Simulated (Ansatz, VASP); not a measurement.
# CaO in VASP and in Ansatz

```
Ca O
1.0
     0.00000    2.41546    2.41546
     2.41546    0.00000    2.41546
     2.41546    2.41546    0.00000
Ca O
1 1
Direct
  0.00000 0.00000 0.00000
  0.50000 0.50000 0.50000
```

Alike in both runs: functional PBE; k mesh 8 × 8 × 8; occupations gaussian, width 0.02 eV; no spin polarisation.

Ansatz relaxed the structure, and its values are those at the end. VASP's run is a single point on that final structure, the one shown.

```csv
,VASP,Ansatz
version,VASP 6.6.1,Ansatz 0.2.0
potentials or method,"VASP PAW PBE potentials, release 64 (Ca_sv, O), cutoff 520 eV","scalar-relativistic, plane waves, PAW"
valence electrons in the cell,16,16
```

|  | VASP | Ansatz | Ansatz less VASP |
| --- | --- | --- | --- |
| gap on the k mesh at the Fermi level (eV) | 3.64 | 3.66 | +0.018 |
| least direct gap on the mesh (eV) | 4.02 | 4.03 | +0.017 |
| pressure (GPa) | 0.6 | 0.0 | -0.56 |

With one functional, cell and mesh, what is left measures potentials, basis and numerics.
